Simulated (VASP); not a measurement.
**Ta2Si: single point with PBEsol**

Crystal: Ta2Si.

```
CELL_PARAMETERS angstrom
-3.19111 3.19111 2.31831
3.19111 -3.19111 2.31831
3.19111 3.19111 -2.31831
ATOMIC_POSITIONS crystal
Ta 0.66307 0.83693 0.50000
Ta 0.83693 0.33693 0.17387
Ta 0.33693 0.16307 0.50000
Ta 0.16307 0.66307 0.82613
Si 0.25000 0.25000 0.00000
Si 0.75000 0.75000 0.00000
```

This cell differs from its parent crystal: strain +0.040 along x and y, -0.080 along z.

```
Program                : VASP 6.6.1
Task                   : single point
Functional             : PBEsol
Potentials or basis    : VASP PAW PBE potentials, release 64 (Ta_pv, Si)
Cutoff                 : 520 eV
k mesh                 : 12 × 12 × 12
Occupations            : gaussian, width 0.15 eV
Spin                   : no spin polarisation
Dipole correction      : no
Further INCAR settings : ALGO = Fast; EDIFF = 1e-06; NBANDS = 35
```

* Pressure: 3.3 GPa
* Largest force: 0.167 eV/Å
* Band gap on the k mesh: zero (band 26 reaches 8.52 eV, above the bottom of band 27 at 7.04 eV)

Forces in eV/Å, atoms in the order of the input:
```
Ta   0.118 -0.118  0.000
Ta   0.118  0.118  0.000
Ta  -0.118  0.118  0.000
Ta  -0.118 -0.118  0.000
Si   0.000  0.000  0.000
Si   0.000  0.000  0.000
```

Stress tensor (GPa, compression positive):
```
-7.70  0.00  0.00
 0.00 -7.70  0.00
 0.00  0.00 25.32
```

Levels at points of the mesh, in eV from the Fermi level:
| k point | band 22 | band 23 | band 24 | band 25 | band 26 | band 27 | band 28 | band 29 | band 30 | band 31 |
| --- | --- | --- | --- | --- | --- | --- | --- | --- | --- | --- |
| (0.00, 0.00, 0.00) | -1.93 | -1.91 | -1.91 | -0.01 | 0.68 | 0.68 | 1.19 | 1.19 | 1.22 | 1.33 |
| (0.50, 0.00, 0.00) | -1.96 | -1.78 | -1.78 | -1.05 | -1.05 | 0.83 | 0.83 | 1.74 | 1.74 | 2.45 |
| (0.50, 0.50, 0.00) | -2.30 | -2.00 | -1.02 | -0.52 | 0.18 | 0.32 | 0.47 | 1.80 | 1.97 | 2.86 |
| (0.50, 0.50, 0.50) | -1.78 | -1.51 | -1.49 | -1.49 | -0.69 | -0.61 | -0.05 | 0.67 | 0.67 | 3.18 |

Wall time 12 min on 1 thread of Intel(R) Xeon(R) Platinum 8259CL CPU @ 2.50GHz (Skylake/Cascade Lake) (shared host), peak memory 0.54 GiB.

Caveat: the cell differs from its parent crystal (strain +0.040 along x and y, -0.080 along z); the PAW data sets were made with another functional, which shifts forces and pressure a little; spin-orbit coupling is left out, which moves the levels of the heavy elements.
